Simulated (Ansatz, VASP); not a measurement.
## One calculation of Ti, two programs

```xyz
1
Lattice="-1.6651 1.6614 1.5991 1.6804 -1.7051 1.6580 1.6045 1.6445 -1.6428" Properties=species:S:1:pos:R:3 pbc="T T T"
Ti    0.0349   -0.0129   -0.0109
```

Change from the starting cell: cell strained at random at fixed volume.

Alike in both runs: task single point; functional PBEsol; k mesh 11 × 11 × 11; occupations fermi-dirac, width 0.05 eV; no spin polarisation.

|  | VASP | Ansatz |
| --- | --- | --- |
| version | VASP 6.6.1 | Ansatz 0.2.0 |
| potentials or method | VASP PAW PBE potentials, release 64 (Ti_sv), cutoff 520 eV | all-electron LAPW, scalar-relativistic |

VASP gave:

```
gap on the k mesh at the Fermi level (eV)                     : none
pressure (GPa)                                                : -6.9
traceless stress, the component that is largest in VASP (GPa) : 1.22
```

Which values does Ansatz return?

gap on the k mesh at the Fermi level (eV): none; pressure (GPa): -6.7; traceless stress, the component that is largest in VASP (GPa): 1.22.

VASP's potentials were made for PBE, not for PBEsol. A gap of «none» marks a metal or a gap that the smearing closes. Ansatz ran all-electron here, and VASP with PAW potentials.
